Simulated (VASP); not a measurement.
Runs of VASP 6.6.1 on MnS. The structure is that of space group F-43m (No. 216), or close to it. The cells are those of the table. 

```csv
cell,gap on the mesh (eV),pressure (GPa)
"a = 3.543 Å, angles 60.0°, 2 atoms",none,-2.3
"a = 3.566 Å, angles 60.0°, 2 atoms",none,(a)
"a = 3.496 Å, angles 60.0°, 2 atoms",none,3.1
"a = 3.472 Å, angles 60.0°, 2 atoms",none,6.3
```

Alike in all rows: task single point; level PBE; potentials or basis VASP PAW PBE potentials, release 64 (Mn_pv, S); no spin polarisation; k mesh 10 × 10 × 10; cutoff (eV) 520; smearing gaussian 0.05 eV.

Estimate the missing entries.

(a) -4.6.

Caveats: the run has no spin polarisation, though such a crystal can be magnetic; semilocal functionals often make such compounds metallic where correlation or magnetic order opens a gap, which also shifts bond lengths; the cell stands under pressure (at least some runs); the cell stands under tension (at least some runs).

A gap of «none» marks levels without a gap at the run's occupations.
